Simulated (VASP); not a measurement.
**Ti: single point with PBEsol+D3(BJ)**

The system is Ti.

```
CELL_PARAMETERS angstrom
3.00786 0.00000 0.00000
-1.50393 2.60488 0.00000
0.00000 0.00000 4.77179
ATOMIC_POSITIONS crystal
Ti 0.66667 0.33333 0.75000
Ti 0.33333 0.66667 0.25000
```

* Program: VASP 6.6.1
* Task: single point
* Functional: PBEsol
* Dispersion: D3(BJ)
* Potentials or basis: VASP PAW PBE potentials, release 64 (Ti_sv)
* Cutoff: 520 eV
* k mesh: 10 × 10 × 6
* Occupations: fermi-dirac, width 0.05 eV
* Spin: no spin polarisation
* Dipole correction: no
* Further INCAR settings: ALGO = Normal; EDIFF = 1e-07; NBANDS = 19

```json
{"Pressure": "-15.8 GPa", "Band gap on the k mesh": "zero (band 12 reaches 8.19 eV, above the bottom of band 13 at 7.21 eV)", "Dispersion energy per atom": "-0.557 eV"}
```

Stress tensor (GPa, compression positive):
```
-15.62   0.00   0.00
  0.00 -15.62   0.00
  0.00   0.00 -16.14
```

Levels at points of the mesh, in eV from the Fermi level:
| k point | band 9 | band 10 | band 11 | band 12 | band 13 | band 14 | band 15 | band 16 |
| --- | --- | --- | --- | --- | --- | --- | --- | --- |
| (0.00, 0.00, 0.00) | -6.02 | -2.51 | 0.60 | 0.74 | 0.74 | 0.83 | 1.18 | 1.18 |
| (0.50, 0.00, 0.00) | -2.24 | -1.95 | -1.66 | -0.66 | 0.47 | 0.56 | 1.08 | 3.06 |
| (0.00, 0.00, 0.50) | -4.26 | -4.26 | 0.09 | 0.09 | 0.65 | 0.65 | 0.65 | 0.65 |
| (0.50, 0.00, 0.50) | -2.35 | -2.35 | -0.73 | -0.73 | 1.16 | 1.16 | 1.60 | 1.60 |

It took 23 s on 1 thread of AMD EPYC 9R45 96-Core Processor (Zen 5), on a shared host, peak memory 0.15 GiB.

Caveat: the PAW data sets were made with another functional, which shifts forces and pressure a little; pairwise dispersion overbinds metals, which lowers pressure and volume.
